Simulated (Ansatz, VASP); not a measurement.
## Si in VASP and in Ansatz

The input INCAR:

```
ALGO     = Fast           # electronic algorithm
EDIFF    = 1E-7           # SCF threshold, eV
ENCUT    = 520            # plane-wave cutoff, eV
GGA      = CA             # functional
ISIF     = 2              # what is computed and relaxed
ISMEAR   = 0              # smearing method
LASPH    = T              # aspherical terms in the spheres
LCHARG   = T              # write CHGCAR
LELF     = T              # ELF
LREAL    = F              # projectors in reciprocal space
LVHAR    = T            
LWAVE    = F              # write WAVECAR
NBANDS   = 26             # bands
NELM     = 100            # most SCF steps
PREC     = Accurate       # precision mode
SIGMA    = 0.15           # smearing width, eV
```

The input KPOINTS:

```
k-points
0
Gamma
  22 13 7
```

File POSCAR:

```
Si
1.0
    1.3255333431     -2.2958910974      0.0000000000
    0.0000000000      0.0000000000     -4.5417424135
    8.3508600616      3.9030148655      0.0000000000
Si
8
Direct
    0.2500000000      0.7500000000      0.8333333333
   -0.0250000000      0.7500000000      0.0833333333
    0.4000000000      0.7500000000      0.3333333333
   -0.1750000000      0.7500000000      0.5833333333
   -0.2750000000      0.2500000000      0.9166666667
    0.4500000000      0.2500000000      0.1666666667
   -0.1250000000      0.2500000000      0.4166666667
    0.3000000000      0.2500000000      0.6666666667
```

Input for Ansatz:

```yaml
crystal:
  lattice:
    - [1.3255333431, -2.2958910974, 0.0]
    - [0.0, 0.0, -4.5417424135]
    - [8.3508600616, 3.9030148655, 0.0]
  atoms:
    - { symbol: Si, position: [0.25, 0.75, 0.8333333333] }
    - { symbol: Si, position: [-0.025, 0.75, 0.0833333333] }
    - { symbol: Si, position: [0.4, 0.75, 0.3333333333] }
    - { symbol: Si, position: [-0.175, 0.75, 0.5833333333] }
    - { symbol: Si, position: [-0.275, 0.25, 0.9166666667] }
    - { symbol: Si, position: [0.45, 0.25, 0.1666666667] }
    - { symbol: Si, position: [-0.125, 0.25, 0.4166666667] }
    - { symbol: Si, position: [0.3, 0.25, 0.6666666667] }
basis:
  ecutwfc: 420
kpoints:
  mp_grid: { grid: [22, 13, 7] }
hamiltonian:
  xc: lda
scf:
  occupations: { method: gaussian, width: 0.15 }
output:
  forces: true
  stress: true
  eigenvalues: true
```

Alike in both runs: task single point; functional LDA; k mesh 22 × 13 × 7; occupations gaussian, width 0.15 eV; no spin polarisation.

|  | VASP | Ansatz |
| --- | --- | --- |
| version | VASP 6.6.1 | Ansatz 0.2.0 |
| potentials or method | VASP PAW LDA potentials, release 64 (Si), cutoff 520 eV | scalar-relativistic, plane waves, PAW |
| valence electrons in the cell | 32 | 32 |

```tsv
	VASP	Ansatz	Ansatz less VASP
gap on the k mesh at the Fermi level (eV)	none	none	-
pressure (GPa)	1.3	1.3	-0.07
traceless stress, the component that is largest in VASP (GPa)	2.36	2.36	+0.003
rms of the force components (eV/Å)	0.275	0.275	-0.0007
```

LDA's correlation is that of Perdew and Zunger in VASP and of Perdew and Wang (1992) in Ansatz. Atom by atom the forces differ by 0.001 eV/Å (rms over components). A gap of «none» marks a metal or a gap that the smearing closes.
